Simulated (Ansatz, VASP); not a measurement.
AlGa3N4 in VASP and in Ansatz

INCAR

```
PREC     = Accurate       # precision mode
ENCUT    = 520            # plane-wave cutoff, eV
EDIFF    = 1E-6           # SCF threshold, eV
ISMEAR   = 0              # smearing method
SIGMA    = 0.05           # smearing width, eV
LREAL    = F              # projectors in reciprocal space
LASPH    = T              # aspherical terms in the spheres
NELM     = 100            # most SCF steps
ALGO     = Normal         # electronic algorithm
ISIF     = 2              # what is computed and relaxed
LWAVE    = F              # write WAVECAR
LCHARG   = F              # write CHGCAR
NBANDS   = 41             # bands
```

The input KPOINTS:

```
regular mesh
0
Gamma
  6 6 6
```

Contents of POSCAR:

```
AlGa3N4
1.0
    4.3054195232      0.0000000000      0.0000000000
    0.0000000000      4.3054195232      0.0000000000
    0.0000000000      0.0000000000      4.3054195232
Al Ga N
1 3 4
Direct
    0.0000000000      0.0000000000      0.0000000000
    0.5000000000      0.5000000000      0.0000000000
    0.5000000000      0.0000000000      0.5000000000
    0.0000000000      0.5000000000      0.5000000000
    0.7548078379      0.7548078379      0.2451921621
    0.7548078379      0.2451921621      0.7548078379
    0.2451921621      0.7548078379      0.7548078379
    0.2451921621      0.2451921621      0.2451921621
```

Input for Ansatz:

```yaml
crystal:
  lattice:
    - [4.3054195232, 0.0, 0.0]
    - [0.0, 4.3054195232, 0.0]
    - [0.0, 0.0, 4.3054195232]
  atoms:
    - { symbol: Al, position: [0.0, 0.0, 0.0] }
    - { symbol: Ga, position: [0.5, 0.5, 0.0] }
    - { symbol: Ga, position: [0.5, 0.0, 0.5] }
    - { symbol: Ga, position: [0.0, 0.5, 0.5] }
    - { symbol: "N", position: [0.7548078379, 0.7548078379, 0.2451921621] }
    - { symbol: "N", position: [0.7548078379, 0.2451921621, 0.7548078379] }
    - { symbol: "N", position: [0.2451921621, 0.7548078379, 0.7548078379] }
    - { symbol: "N", position: [0.2451921621, 0.2451921621, 0.2451921621] }
basis:
  ecutwfc: 520.0
kpoints:
  mp_grid: { grid: [6, 6, 6] }
hamiltonian:
  xc: lda
  pseudopotentials: { kind: paw, azcp: { folder: soft_1 } }
scf:
  occupations: { method: gaussian, width: 0.05 }
output:
  forces: true
  stress: true
  eigenvalues: true
```

Alike in both runs: task single point; functional LDA; k mesh 6 × 6 × 6; occupations gaussian, width 0.05 eV; no spin polarisation.

|  | VASP | Ansatz |
| --- | --- | --- |
| version | VASP 6.6.1 | Ansatz 0.2.0 |
| potentials or method | VASP PAW LDA potentials, release 64 (Al, Ga_d, N), cutoff 520 eV | scalar-relativistic, plane waves, PAW |
| valence electrons in the cell | 62 | 62 |

Ansatz gave:

| Item | Value |
| --- | --- |
| gap on the k mesh at the Fermi level (eV) | 3.16 |
| least direct gap on the mesh (eV) | 3.16 |
| pressure (GPa) | 20.3 |
| rms of the force components (eV/Å) | 0.017 |

Q: What did VASP give for the same quantities?

A: gap on the k mesh at the Fermi level (eV): 3.17; least direct gap on the mesh (eV): 3.17; pressure (GPa): 21.8; rms of the force components (eV/Å): 0.030.

Ansatz warns that its potentials were made for another functional, while VASP's fit it. LDA's correlation is that of Perdew and Zunger in VASP and of Perdew and Wang (1992) in Ansatz. Atom by atom the forces differ by 0.013 eV/Å (rms over components).
